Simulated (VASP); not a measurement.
# Cu (P1) in VASP: notebook

Runs on Cu. Level: LDA. Tasks: single point.

All numbers are computed with VASP 6.6.1; they aren't measurements. Logs are shortened: lines on timing, memory, paths and dates and some standing lists are left out, and cuts for length are marked.

### Step 1. The cell of the first run

The typed cell holds 4 atoms: a = 2.531 Å, b = 2.531 Å, c = 8.262 Å, α = 90.00°, β = 90.00°, γ = 120.00°.

### Step 2. Single point, LDA

File INCAR:

```
SYSTEM = Cu
PREC     = Accurate       ! precision mode
ENCUT    = 820            ! plane-wave cutoff, eV
EDIFF    = 1E-6           ! SCF threshold, eV
ISMEAR   = -1             ! smearing method
SIGMA    = 0.1            ! smearing width, eV
LREAL    = .FALSE.        ! projectors in reciprocal space
LASPH    = .TRUE.         ! aspherical terms in the spheres
NELM     = 120            ! most SCF steps
ALGO     = Normal         ! electronic algorithm
ISIF     = 2              ! what is computed and relaxed
LWAVE    = .FALSE.        ! write WAVECAR
LCHARG   = .FALSE.        ! write CHGCAR
NBANDS   = 46             ! bands
GGA_COMPAT= .FALSE.
```

File KPOINTS:

```
Automatic mesh
0
G
  7 7 2
  0 0 0
```

File POSCAR:

```
Cu
1.0
    2.5307600000      0.0000000000      0.0000000000
   -1.2653800000      2.1917100000      0.0000000000
    0.0000000000      0.0000000000      8.2618200000
Cu
4
Direct
    0.9952300000      0.0002200000      0.9983600000
    0.3277700000      0.6622900000      0.2501700000
    0.0056100000      0.0010200000      0.4991700000
    0.6601900000      0.3208400000      0.7506851935
```

Potentials or basis: VASP PAW LDA potentials, release 64 (Cu_sv_GW).

Launch:

```bash
$ cat potpaw_LDA.64/Cu_sv_GW/POTCAR > POTCAR
$ mpirun -np 1 vasp_std > vasp.out
```

OUTCAR:

```text
SYSTEM = Cu
   PREC = Accurate
   ENCUT = 820
   EDIFF = 1E-6
   ISMEAR = -1
   LREAL = .FALSE.
   LASPH = .TRUE.
   NELM = 120
   ISIF = 2

 ion  position               nearest neighbor table
   1  0.995  0.000  0.998-   4 2.50   4 2.51   4 2.53   2 2.54   2 2.54   2 2.55
   2  0.328  0.662  0.250-   3 2.52   3 2.52   1 2.54   3 2.54   1 2.54   1 2.55
   3  0.006  0.001  0.499-   2 2.52   2 2.52   4 2.53   2 2.54   4 2.54   4 2.56
   4  0.660  0.321  0.751-   1 2.50   1 2.51   3 2.53   1 2.53   3 2.54   3 2.56

  LATTYP: Found a hexagonal cell.
 ALAT       =     2.5307600000
 C/A-ratio  =     3.2645608434

  Lattice vectors:

 A1 = (   2.5307600000,   0.0000000000,   0.0000000000)
 A2 = (  -1.2653800000,   2.1917100000,   0.0000000000)
 A3 = (   0.0000000000,   0.0000000000,   8.2618200000)

Analysis of symmetry for initial positions (statically):
=====================================================================
 Subroutine PRICEL returns:
 Original cell was already a primitive cell.

 Routine SETGRP: Setting up the symmetry group for a
 hexagonal supercell.

 Subroutine GETGRP returns: Found  1 space group operations
 (whereof  1 operations were pure point group operations)
 out of a pool of 24 trial point group operations.

The static configuration has the point symmetry C_1 .

Analysis of symmetry for dynamics (positions and initial velocities):
=====================================================================
 Subroutine PRICEL returns:
 Original cell was already a primitive cell.

 Routine SETGRP: Setting up the symmetry group for a
 hexagonal supercell.

 Subroutine GETGRP returns: Found  1 space group operations
 (whereof  1 operations were pure point group operations)
 out of a pool of 24 trial point group operations.

The dynamic configuration has the point symmetry C_1 .

 Subroutine INISYM returns: Found  1 space group operations
 (whereof  1 operations are pure point group operations),
 and found     1 'primitive' translations

----------------------------------------------------------------------------------------

                                     Primitive cell

  volume of cell :      45.8258

  direct lattice vectors                    reciprocal lattice vectors
     2.530760000  0.000000000  0.000000000     0.395138219  0.228132372  0.000000000
    -1.265380000  2.191710000  0.000000000     0.000000000  0.456264743  0.000000000
     0.000000000  0.000000000  8.261820000     0.000000000  0.000000000  0.121038706

  length of vectors
     2.530760000  2.530766538  8.261820000     0.456265922  0.456264743  0.121038706

  position of ions in fractional coordinates (direct lattice)
     0.995230000  0.000220000  0.998360000
     0.327770000  0.662290000  0.250170000
     0.005610000  0.001020000  0.499170000
     0.660190000  0.320840000  0.750685193

  ion indices of the primitive-cell ions
   primitive index   ion index
                 1           1
                 2           2
                 3           3
                 4           4

----------------------------------------------------------------------------------------

 KPOINTS: Automatic mesh

Automatic generation of k-mesh.
 Grid dimensions read from file:
 generate k-points for:    7    7    2

 Generating k-lattice:

  Cartesian coordinates                     Fractional coordinates (reciprocal lattice)
     0.056448317  0.032590339  0.000000000     0.142857143 -0.000000000  0.000000000
     0.000000000  0.065180678  0.000000000     0.000000000  0.142857143  0.000000000
     0.000000000  0.000000000  0.060519353     0.000000000  0.000000000  0.500000000

  Length of vectors
     0.065180846  0.065180678  0.060519353

  Shift w.r.t. Gamma in fractional coordinates (k-lattice)
     0.000000000  0.000000000  0.000000000

 Subroutine IBZKPT returns following result:
 ===========================================

 Found     50 irreducible k-points:

 Following reciprocal coordinates:
            Coordinates               Weight
  0.000000  0.000000  0.000000      1.000000
  0.142857  0.000000  0.000000      2.000000
  0.000000  0.142857  0.000000      2.000000
 -0.142857  0.142857  0.000000      2.000000
  0.285714  0.000000  0.000000      2.000000
  0.000000  0.285714  0.000000      2.000000
[... 16 lines left out ...]
  0.285714  0.285714  0.000000      2.000000
 -0.285714 -0.428571  0.000000      2.000000
 [... further k-points ...]
   k-points           NKPTS =     50   k-points in BZ     NKDIM =     50   number of bands    NBANDS=     46
   number of dos      NEDOS =    301   number of ions     NIONS =      4
   total plane-waves  NPLWV =  46080
   dimension x,y,z NGX =    24 NGY =   24 NGZ =   80
   dimension x,y,z NGXF=    48 NGYF=   48 NGZF=  160
   ions per type =               4
   NGX,Y,Z   is equivalent  to a cutoff of  15.77, 15.77, 16.10 a.u.
   NGXF,Y,Z  is equivalent  to a cutoff of  31.53, 31.53, 32.20 a.u.
 SYSTEM =  Cu
   PREC   = accura    normal or accurate (medium, high low for compatibility)
   ISTART =      0    job   : 0-new  1-cont  2-samecut
   ICHARG =      2    charge: 1-file 2-atom 10-const
   ISPIN  =      1    spin polarized calculation?
   LNONCOLLINEAR =      F non collinear calculations
   LSORBIT =      F    spin-orbit coupling
   LASPH  =      T    aspherical Exc in radial PAW
   ENCUT  =  820.0 eV  60.27 Ry    7.76 a.u.   5.91  5.91 19.29*2*pi/ulx,y,z
   NELM   =    120;   NELMIN=  2; NELMDL= -5     # of ELM steps
   EDIFF  = 0.1E-05   stopping-criterion for ELM
   LREAL  =      F    real-space projection
   EDIFFG = 0.1E-04   stopping-criterion for IOM
   NSW    =      0    number of steps for IOM
   IBRION =     -1    ionic relax: 0-MD 1-quasi-New 2-CG
   NFREE  =      0    steps in history (QN), initial steepest desc. (CG)
   ISIF   =      2    stress and relaxation
   ISYM   =      2    0-nonsym 1-usesym 2-fastsym
   POTIM  = 0.5000    time-step for ionic-motion
   TEBEG  =    0.0;   TEEND  =   0.0 temperature during run
   PSTRESS=    0.0 pullay stress
   NELECT =      76.0000    total number of electrons
   NUPDOWN=      -1.0000    fix difference up-down
   EMIN   =  10.00;   EMAX   =-10.00  energy-range for DOS
   EFERMI =   0.00;   METHOD = LEGACY
   ISMEAR =    -1;   SIGMA  =   0.10  broadening in eV -4-tet -1-fermi 0-gaus
   EFERMI_NEDOS =   21; number of points for ismear=-14 and -15
   IALGO  =     38    algorithm
   IMIX   =      4    mixing-type and parameters
     AMIX     =   0.40;   BMIX     =  1.00
     AMIX_MAG =   1.60;   BMIX_MAG =  1.00
  volume/ion in A,a.u.               =      11.46        77.31
  Fermi-wavevector in a.u.,A,eV,Ry     =   1.937802  3.661915 51.090927  3.755077
  Thomas-Fermi vector in A             =   2.968306
   LORBIT       =      0    0 simple, 1 ext, 2 COOP (PROOUT), +10 PAW based schemes
   GGA     = CA    functional components
   LHFCALC =     F    Hartree Fock is set to
   AEXX    =    0.0000 exact exchange contribution
   IVDW    =     0    specifies the selected vdW correction
   LEPSILON=     F    determine dielectric tensor
   LRPA    =     F    only Hartree local field effects (RPA)
 non-spin polarized calculation
  energy-cutoff  :      820.00
  volume of cell :       45.83
 maximum number of plane-waves:      2466
   NGX = 11   NGY = 11   NGZ = 39

 number of electron      76.0000013 magnetization

 Free energy of the ion-electron system (eV)
  ---------------------------------------------------
  ext. energy  EPLUGINS =         0.00000000
  ---------------------------------------------------
  free energy    TOTEN  =       -19.45174212 eV

  energy without entropy =      -19.42017422  energy(sigma->0) =      -19.43595817

 E-fermi :   7.5264     XC(G=0): -14.0201

 val. band max:        7.5132402365   @ k =  -0.4286   0.4286   0.0000
 cond. band min:       7.5295421147   @ k =   0.4286  -0.0000   0.0000
 fundamental gap:      0.0163018782
 Fermi energy:         7.5263923707

 k-point     1 :       0.0000    0.0000    0.0000
  band No.  band energies     occupation
      1    -104.0159      2.00000
      2    -104.0063      2.00000
      3    -103.9978      2.00000
      4    -103.9910      2.00000
      5     -62.0382      2.00000
      6     -61.9786      2.00000
[... 38 lines left out ...]
     45      29.7945      0.00000
     46      30.0024      0.00000

 k-point     2 :       0.1429    0.0000    0.0000
  band No.  band energies     occupation
      1    -104.0133      2.00000
      2    -104.0039      2.00000
      3    -103.9958      2.00000
      4    -103.9892      2.00000
      5     -62.0301      2.00000
      6     -61.9798      2.00000
[... 38 lines left out ...]
     45      25.1379      0.00000
     46      25.2447      0.00000

 k-point     3 :       0.0000    0.1429    0.0000
  band No.  band energies     occupation
      1    -104.0133      2.00000
      2    -104.0039      2.00000
      3    -103.9958      2.00000
      4    -103.9892      2.00000
      5     -62.0303      2.00000
      6     -61.9796      2.00000
[... 38 lines left out ...]
     45      25.1300      0.00000
     46      25.2852      0.00000

 k-point     4 :      -0.1429    0.1429    0.0000
  band No.  band energies     occupation
      1    -104.0133      2.00000
      2    -104.0039      2.00000
      3    -103.9958      2.00000
      4    -103.9892      2.00000
      5     -62.0301      2.00000
      6     -61.9798      2.00000
[... 920 lines left out ...]
     45      17.0074      0.00000
     46      18.2576      0.00000

 k-point    23 :       0.2857    0.2857    0.0000
  band No.  band energies     occupation
      1    -104.0012      2.00000
      2    -103.9917      2.00000
      3    -103.9873      2.00000
      4    -103.9813      2.00000
      5     -62.0106      2.00000
      6     -61.9993      2.00000
[... 38 lines left out ...]
     45      15.4820      0.00000
     46      16.9539      0.00000

 k-point    24 :      -0.2857   -0.4286    0.0000
  band No.  band energies     occupation
      1    -104.0012      2.00000
      2    -103.9917      2.00000
      3    -103.9873      2.00000
      4    -103.9814      2.00000
      5     -62.0109      2.00000
      6     -61.9999      2.00000
[... 38 lines left out ...]
     45      15.4792      0.00000
     46      16.9530      0.00000

 [... further k-points ...]

------------------------ aborting loop because EDIFF is reached ----------------------------------------

  FORCE on cell =-STRESS in cart. coord.  units (eV):
  Direction    XX          YY          ZZ          XY          YZ          ZX
  --------------------------------------------------------------------------------------
  -------------------------------------------------------------------------------------
  Total       -2.7924488     -2.8727202     -2.8000816     -0.0222148     -0.0048181      0.0044745
  in kB      -97.6306152   -100.4370930    -97.8974733     -0.7766803     -0.1684508      0.1564378
  external PRESSURE =     -98.6550605 kB  Pullay stress =       0.0000000 kB

 VOLUME and BASIS-vectors are now :
 -----------------------------------------------------------------------------
  energy-cutoff  :      820.00
  volume of cell :       45.83
      direct lattice vectors                 reciprocal lattice vectors
     2.530760000  0.000000000  0.000000000     0.395138219  0.228132372  0.000000000
    -1.265380000  2.191710000  0.000000000     0.000000000  0.456264743  0.000000000
     0.000000000  0.000000000  8.261820000     0.000000000  0.000000000  0.121038706

 POSITION                                       TOTAL-FORCE (eV/Angst)
 -----------------------------------------------------------------------------------
      2.51841      0.00048      8.24827         0.012897     -0.030529      0.125102
     -0.00854      1.45155      2.06686         0.011590      0.018763     -0.079713
      0.01291      0.00224      4.12405        -0.025814     -0.031064      0.067860
      1.26480      0.70319      6.20203         0.001327      0.042830     -0.113249
 -----------------------------------------------------------------------------------
    total drift:                               -0.000669     -0.000466     -0.000953

  FREE ENERGIE OF THE ION-ELECTRON SYSTEM (eV)
  ---------------------------------------------------
  free  energy   TOTEN  =       -19.4517421205 eV

  energy  without entropy=      -19.4201742185  energy(sigma->0) =      -19.43595817
```

Run time: 3.2 min. Hardware: 1 thread of Intel Xeon Platinum 8375C at 2.90GHz (Ice Lake), shared host; peak memory 0.29 GiB.

Results:

```yaml
Free_energy: -19.4517 eV
Pressure: -9.9 GPa
Largest_force: 0.129 eV/Å
Band_gap_on_the_k_mesh: zero (bands 38 and 39 overlap by 4.25 eV)
```

Forces in eV/Å, atoms in the order of the input:
```
Cu   0.013 -0.031  0.125
Cu   0.012  0.019 -0.080
Cu  -0.026 -0.031  0.068
Cu   0.001  0.043 -0.113
```

Caveat: the k points lie up to 0.41 Å⁻¹ apart, too coarse for converged energies and pressures of a metal.

### Step 3. Single point, LDA

This run uses another cell than the first one, of 11.51 Å³/atom.

File INCAR:

```
  ALGO = Normal
  EDIFF = 1E-6
  ENCUT = 820
  GGA = CA
  GGA_COMPAT = False
  ISIF = 2
  ISMEAR = -1
  LASPH = True
  LCHARG = False
  LREAL = False
  LWAVE = False
  NBANDS = 46
  NELM = 120
  PREC = Accurate
  SIGMA = 0.1
```

File KPOINTS:

```
k-points
0
Gamma
  7 7 2
```

File POSCAR:

```
Cu
1.0
    2.5349709229      0.0000000000      0.0000000000
   -1.2674854615      2.1953567788      0.0000000000
    0.0000000000      0.0000000000      8.2755668140
Cu
4
Direct
    0.9952300000      0.0002200000      0.9983600000
    0.3277700000      0.6622900000      0.2501700000
    0.0056100000      0.0010200000      0.4991700000
    0.6601900000      0.3208400000      0.7500800000
```

Potentials or basis: VASP PAW LDA potentials, release 64 (Cu_sv_GW).

Launch:

```bash
$ cat potpaw_LDA.64/Cu_sv_GW/POTCAR > POTCAR
$ mpirun -np 1 vasp_std > vasp.out
```

It took 2.3 min on 1 thread of Intel Xeon 6975P-C (Granite Rapids), shared host; peak memory 0.28 GiB.

Results (log left out):

| Item | Value |
| --- | --- |
| Free energy | -19.4404 eV |
| Pressure | -10.8 GPa |
| Largest force | 0.110 eV/Å |
| Band gap on the k mesh | zero (bands 38 and 39 overlap by 4.24 eV) |

Forces on the atoms (eV/Å):
```
Cu   0.011 -0.029  0.106
Cu   0.013  0.017 -0.080
Cu  -0.026 -0.030  0.050
Cu   0.002  0.042 -0.075
```

Stress tensor (GPa, compression positive):
```
-10.68  -0.07   0.02
 -0.07 -10.96  -0.01
  0.02  -0.01 -10.71
```

Levels at points of the mesh, in eV from the Fermi level:
| k point | band 35 | band 36 | band 37 | band 38 | band 39 | band 40 | band 41 | band 42 |
| --- | --- | --- | --- | --- | --- | --- | --- | --- |
| (0.00, 0.00, 0.00) | -2.13 | -1.95 | -1.94 | -1.66 | -1.65 | -1.05 | 3.89 | 12.61 |
| (0.00, 0.00, 0.50) | -2.24 | -2.24 | -1.80 | -1.79 | -1.77 | -1.76 | 7.04 | 7.07 |

Caveat: the k points lie up to 0.41 Å⁻¹ apart, too coarse for converged energies and pressures of a metal.

### Step 4. Single point, LDA

File INCAR:

```
ALGO = Normal
EDIFF = 1E-6
ENCUT = 820
GGA_COMPAT = F
ISIF = 2
ISMEAR = -1
LASPH = T
LCHARG = T
LELF = T
LREAL = F
LVHAR = T
LWAVE = F
NBANDS = 46
NELM = 120
PREC = Accurate
SIGMA = 0.1
```

KPOINTS is that of step 3.

File POSCAR:

```
Cu
1.0
    2.5307600000      0.0000000000      0.0000000000
   -1.2653800000      2.1917100000      0.0000000000
    0.0000000000      0.0000000000      8.2618200000
Cu
4
Direct
    0.9952300000      0.0002200000      0.9983600000
    0.3277700000      0.6622900000      0.2501700000
    0.0056100000      0.0010200000      0.4991700000
    0.6601900000      0.3208400000      0.7500800000
```

Launch:

```bash
$ cat potpaw_LDA.64/Cu_sv_GW/POTCAR > POTCAR
$ mpirun -np 1 vasp_std > vasp.out
```

It took 3.9 min on 1 thread of Intel Xeon Platinum 8488C (Sapphire Rapids), shared host; peak memory 0.29 GiB.

It converged, with:

* Free energy: -19.4522 eV
* Pressure: -10.1 GPa
* Largest force: 0.112 eV/Å
* Band gap on the k mesh: zero (bands 38 and 39 overlap by 4.25 eV)

Forces on the atoms (eV/Å):
```
Cu   0.012 -0.030  0.107
Cu   0.014  0.019 -0.082
Cu  -0.027 -0.032  0.052
Cu   0.002  0.043 -0.077
```

Stress tensor (GPa, compression positive):
```
 -9.99  -0.08   0.01
 -0.08 -10.27  -0.01
  0.01  -0.01 -10.02
```

Levels at points of the mesh, in eV from the Fermi level:
```
           k point  band 34  band 35  band 36  band 37  band 38  band 39  band 40  band 41  band 42  band 43
(0.00, 0.00, 0.00)    -2.14    -2.14    -1.95    -1.95    -1.67    -1.65    -1.07     3.92    12.65    12.80
(0.00, 0.00, 0.50)    -2.27    -2.25    -2.24    -1.80    -1.79    -1.77    -1.77     7.07     7.10    19.16
```

Caveat: the k points lie up to 0.41 Å⁻¹ apart, too coarse for converged energies and pressures of a metal.

### Step 5. Single point, LDA

File INCAR:

```
SYSTEM = Cu
PREC     = Accurate       ! precision mode
ENCUT    = 820            ! plane-wave cutoff, eV
EDIFF    = 1E-6           ! SCF threshold, eV
ISMEAR   = -1             ! smearing method
SIGMA    = 0.1            ! smearing width, eV
LREAL    = .False.        ! projectors in reciprocal space
LASPH    = .True.         ! aspherical terms in the spheres
NELM     = 120            ! most SCF steps
ALGO     = Normal         ! electronic algorithm
ISIF     = 2              ! what is computed and relaxed
LWAVE    = .False.        ! write WAVECAR
LCHARG   = .False.        ! write CHGCAR
GGA      = CA             ! functional
NBANDS   = 46             ! bands
GGA_COMPAT= .False.
```

File KPOINTS:

```
regular mesh
0
Gamma
  7 7 2
  0 0 0
```

Edit POSCAR of step 4 so:

```diff
@@ -11,2 +11,2 @@
     0.0056100000      0.0010200000      0.4991700000
-    0.6601900000      0.3208400000      0.7500800000
+    0.6601900000      0.3208400000      0.7476592259
```

Launch:

```bash
$ cat potpaw_LDA.64/Cu_sv_GW/POTCAR > POTCAR
$ mpirun -np 1 vasp_std > vasp.out
```

It took 4.7 min on 1 thread of Intel Xeon Platinum 8375C at 2.90GHz (Ice Lake), shared host; peak memory 0.28 GiB.

It converged, with:

| Item | Value |
| --- | --- |
| Free energy | -19.4522 eV |
| Pressure | -9.9 GPa |
| Largest force | 0.094 eV/Å |
| Band gap on the k mesh | zero (bands 38 and 39 overlap by 4.25 eV) |

Forces in eV/Å, atoms in the order of the input:
```
Cu   0.012 -0.029  0.035
Cu   0.013  0.019 -0.091
Cu  -0.028 -0.033 -0.019
Cu   0.003  0.043  0.075
```

Stress tensor (GPa, compression positive):
```
 -9.78  -0.06   0.02
 -0.06 -10.06   0.01
  0.02   0.01  -9.81
```

Levels at points of the mesh, in eV from the Fermi level:
| k point | band 36 | band 37 | band 38 | band 39 | band 40 | band 41 |
| --- | --- | --- | --- | --- | --- | --- |
| (0.00, 0.00, 0.00) | -1.95 | -1.95 | -1.67 | -1.65 | -1.07 | 3.92 |
| (0.00, 0.00, 0.50) | -2.24 | -1.80 | -1.79 | -1.77 | -1.77 | 7.03 |

Caveat: the k points lie up to 0.41 Å⁻¹ apart, too coarse for converged energies and pressures of a metal.

### Step 6. The runs side by side

| cell | gap on the mesh (eV) | pressure (GPa) | largest force (eV/Å) |
| --- | --- | --- | --- |
| a = 2.531, b = 2.531, c = 8.262 Å, angles 90.0, 90.0, 120.0°, 4 atoms, atomic positions A | none | -9.9 | 0.13 |
| a = 2.535, b = 2.535, c = 8.276 Å, angles 90.0, 90.0, 120.0°, 4 atoms, atomic positions B | none | -10.8 | 0.11 |
| a = 2.531, b = 2.531, c = 8.262 Å, angles 90.0, 90.0, 120.0°, 4 atoms, atomic positions B | none | -10.1 | 0.11 |
| a = 2.531, b = 2.531, c = 8.262 Å, angles 90.0, 90.0, 120.0°, 4 atoms, atomic positions C | none | -9.9 | 0.09 |

Alike in all rows: task single point; level LDA; potentials or basis VASP PAW LDA potentials, release 64 (Cu_sv_GW); no spin polarisation; k mesh 7 × 7 × 2; cutoff (eV) 820; smearing fermi-dirac 0.1 eV.

Caveats: all runs use coarse meshes.

Total energies depend on the potentials used, so only differences within one code and one set of settings carry meaning.
